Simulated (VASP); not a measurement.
Ir:

```
Ir
1.0
     2.59241    0.00000    0.00000
    -1.29620    2.24509    0.00000
     0.00000    0.00000    4.20329
Ir
2
Direct
  0.66667 0.33333 0.75000
  0.33333 0.66667 0.25000
```

This isn't the form of Ir at room conditions, which is fcc.

Base run:

| Quantity | Value |
| --- | --- |
| Program | VASP 6.6.1 |
| Functional | LDA |
| Potentials or basis | VASP PAW LDA potentials, release 64 (Ir) |
| Cutoff | 520 eV |
| k mesh | 21 × 21 × 12 |
| Occupations | gaussian, width 0.15 eV |
| Spin | collinear spin |
| Starting moments | [0.5, 0.5] μB |
| Fixed moment | 1 μB |

Its results: pressure 78.5 GPa; site moments Ir +0.48 μB.

**Question.** The run is repeated on the same cell with these changes: fixed moment from 1 μB to 0.8 μB; moments at the start from [0.5, 0.5] to [0.4, 0.4]. What comes out?

**Answer.** Pressure 77.3 GPa; site moments Ir +0.39 μB.

Caveats: the cell stands under pressure; the total moment is fixed, so each spin has its own Fermi level and the state may be an excited one.
